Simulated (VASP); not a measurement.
W, 2 atoms in the cell. The cell holds a slab with vacuum, 2 atoms: a = 3.248 Å, b = 3.248 Å, c = 22.773 Å, α = 90.00°, β = 90.00°, γ = 120.00°. 

```yaml
Program: VASP 6.6.1
Task: single point
Functional: PBEsol
Potentials_or_basis: VASP PAW PBE potentials, release 64 (W_sv)
Cutoff: 500 eV
k_mesh: 8 × 8 × 1
Occupations: fermi-dirac, width 0.1 eV
Spin: no spin polarisation
Dipole_correction: no
Further_INCAR_settings: ALGO = Normal; EDIFF = 1e-06; NBANDS = 21
```

Potentials or basis: VASP PAW PBE potentials, release 64 (W_sv).

Command:

```bash
$ cat potpaw_PBE.64/W_sv/POTCAR > POTCAR
$ mpirun -np 1 vasp_std > vasp.out
```

Hardware: 1 thread of Intel Xeon 8259CL, with other jobs on the host.

Problem. Estimate the wall time of this run.

Solution. It took 89 s on 1 thread of Intel Xeon 8259CL, with other jobs on the host, peak memory 0.29 GiB. Counts: scf iterations 19, k points 10.
